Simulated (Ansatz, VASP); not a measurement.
**Two plane-wave programs on TaH**

```
CELL_PARAMETERS angstrom
1.55982 0.90056 2.40602
-1.55982 0.90056 2.40602
0.00000 -1.80113 2.40602
ATOMIC_POSITIONS crystal
Ta 0.50000 0.50000 0.50000
H 0.00000 0.00000 0.00000
```

Alike in both runs: functional PBE; k mesh 6 × 6 × 6; occupations gaussian, width 0.2 eV; no spin polarisation.

Ansatz relaxed the structure, and its values are those at the end. VASP's run is a single point on that final structure, the one shown.

```csv
,VASP,Ansatz
version,VASP 6.6.1,Ansatz 0.2.0
potentials or method,"VASP PAW PBE potentials, release 64 (Ta_pv, H), cutoff 500 eV","scalar-relativistic, plane waves, PAW"
valence electrons in the cell,12,14
```

```csv
,VASP,Ansatz,Ansatz less VASP
gap on the k mesh at the Fermi level (eV),none,none,-
pressure (GPa),0.1,0.0,-0.05
```

A gap of «none» marks a metal or a gap that the smearing closes. VASP's potentials hold 12 valence electrons a cell and Ansatz's 14, so a difference there can come from the potentials and not from the codes.

The k mesh is coarse, so the values compare programs but aren't converged. Spin-orbit coupling is off throughout.
